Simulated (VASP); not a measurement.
# MgO: relaxation of cell and atoms with r2SCAN

Crystal: MgO.

```xyz
2
Lattice="0.0000 2.3060 2.3060 2.3060 0.0000 2.3060 2.3060 2.3060 0.0000" Properties=species:S:1:pos:R:3 pbc="T T T"
Mg    0.0000    0.0000    0.0000
O     1.1530    1.1530    1.1530
```

```
Program                : VASP 6.6.1
Task                   : relaxation of cell and atoms
Functional             : r2SCAN
Potentials or basis    : VASP PAW PBE potentials, release 64 (Mg, O)
Cutoff                 : 600 eV
k mesh                 : 8 × 8 × 8
Occupations            : fermi-dirac, width 0.02 eV
Spin                   : no spin polarisation
Dipole correction      : no
Further INCAR settings : ALGO = Normal; EDIFF = 1e-06; IBRION = 2; EDIFFG = -0.005; NSW = 80; ISIF = 3
```

| Quantity | Value |
| --- | --- |
| Relaxed volume | 11.81 Å³/atom |
| Relaxed cell | a = 3.221 Å, b = 3.221 Å, c = 3.221 Å, α = 60.00°, β = 60.00°, γ = 60.00° |
| Space group after relaxing (to 0.05 Å) | F-43m (No. 216) |
| Energy gained by relaxing | 6.4 meV/atom |
| Ionic steps | 3 |
| Pressure after relaxing | 0.0 GPa |
| Band gap on the k mesh | 4.36 eV, direct |

The path:
```csv
step,energy change (eV),largest force (eV/Å),pressure (GPa),volume (Å³)
1,0.0000,0.0000,-4.44,24.53
2,-0.0114,0.0000,1.65,23.34
3,-0.0129,0.0000,0.02,23.63
```

Final structure:
```
Mg O
1.0
     0.00000    2.27755    2.27755
     2.27755    0.00000    2.27755
     2.27755    2.27755    0.00000
Mg O
1 1
Direct
  0.00000 0.00000 0.00000
  0.25000 0.25000 0.25000
```

Levels at points of the mesh, in eV from the valence-band top:
```csv
k point,band 1,band 2,band 3,band 4,band 5,band 6,band 7,band 8
"(0.00, 0.00, 0.00)",-16.85,0.00,0.00,0.00,4.36,17.99,17.99,17.99
"(0.50, 0.00, 0.00)",-16.20,-3.03,-0.18,-0.18,9.67,10.59,15.59,15.59
"(0.50, 0.50, 0.00)",-16.00,-2.51,-0.75,-0.75,6.96,12.52,15.41,17.88
```

Wall time 80 s on 1 thread of Intel(R) Xeon(R) Platinum 8375C CPU @ 2.90GHz (Ice Lake), on a shared host, peak memory 0.17 GiB.

Caveat: the PAW data sets were made with another functional, which shifts forces and pressure a little. r2SCAN opens gaps a little over a GGA but as a rule still falls short of measured ones.
